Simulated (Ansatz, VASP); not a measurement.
## Two plane-wave programs on MnAs

```xyz
2
Lattice="0.0000 2.8300 2.8300 2.8300 0.0000 2.8300 2.8300 2.8300 0.0000" Properties=species:S:1:pos:R:3 pbc="T T T"
Mn    0.0000    0.0000    0.0000
As    1.4150    1.4150    1.4150
```

Alike in both runs: task single point; functional LDA; k mesh 12 × 12 × 12; occupations gaussian, width 0.05 eV; collinear spin.

|  | VASP | Ansatz |
| --- | --- | --- |
| version | VASP 6.6.1 | Ansatz 0.2.0 |
| potentials or method | VASP PAW LDA potentials, release 64 (Mn_pv, As), cutoff 520 eV | scalar-relativistic, plane waves, PAW |
| valence electrons in the cell | 18 | 30 |

VASP gave:

```
gap on the k mesh at the Fermi level (eV)                     : none
pressure (GPa)                                                : -7.8
net moment per atom (μB)                                      : 1.70
size of the moment on the site where the two differ most (μB) : 3.35
```

**Question.** Estimate Ansatz's values.

**Answer.** gap on the k mesh at the Fermi level (eV): none; pressure (GPa): -6.7; net moment per atom (μB): 1.80; size of the moment on the site where the two differ most (μB): 3.38.

LDA's correlation is that of Perdew and Zunger in VASP and of Perdew and Wang (1992) in Ansatz. Site moments also hang on the region over which each program counts them. A gap of «none» marks a metal or a gap that the smearing closes. VASP's potentials hold 18 valence electrons a cell and Ansatz's 30, so a difference there can come from the potentials and not from the codes.
